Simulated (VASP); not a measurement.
A run of VASP 6.6.1 is set up as follows.

The input INCAR:

```
SYSTEM = La
PREC     = Accurate       ! precision mode
ENCUT    = 520            ! plane-wave cutoff, eV
EDIFF    = 1E-6           ! SCF threshold, eV
ISMEAR   = -1             ! smearing method
SIGMA    = 0.05           ! smearing width, eV
LREAL    = .FALSE.        ! projectors in reciprocal space
LASPH    = .TRUE.         ! aspherical terms in the spheres
NELM     = 100            ! most SCF steps
ALGO     = Fast           ! electronic algorithm
ISIF     = 2              ! what is computed and relaxed
LWAVE    = .FALSE.        ! write WAVECAR
LCHARG   = .FALSE.        ! write CHGCAR
GGA      = PS             ! functional
NBANDS   = 30             ! bands
```

File KPOINTS:

```
Automatic mesh
0
G
  8 8 3
  0 0 0
```

POSCAR

```
La
1.0
    3.7446972242      0.0000000000      0.0000000000
   -1.8723486121      3.2430029257      0.0000000000
    0.0000000000      0.0000000000     12.0773935143
La
4
Direct
    0.6666666667      0.3333333333      0.2500000000
    0.3333333333      0.6666666667      0.7500000000
    0.0000000000      0.0000000000      0.5000000000
    0.0000000000      0.0000000000      0.0000000000
```

Potentials or basis: VASP PAW PBE potentials, release 64 (La).

Run with:

```bash
$ cat potpaw_PBE.64/La/POTCAR > POTCAR
$ mpirun -np 1 vasp_std > vasp.out
```

(1) What does it give for the band gap on the k mesh?

(2) Estimate the pressure.

Results:

(1) zero (bands 22 and 23 overlap by 1.21 eV).

(2) -1.8 GPa.

Caveat: the PAW data sets were made with another functional, which shifts forces and pressure a little; spin-orbit coupling is left out, which moves the levels of the heavy elements.
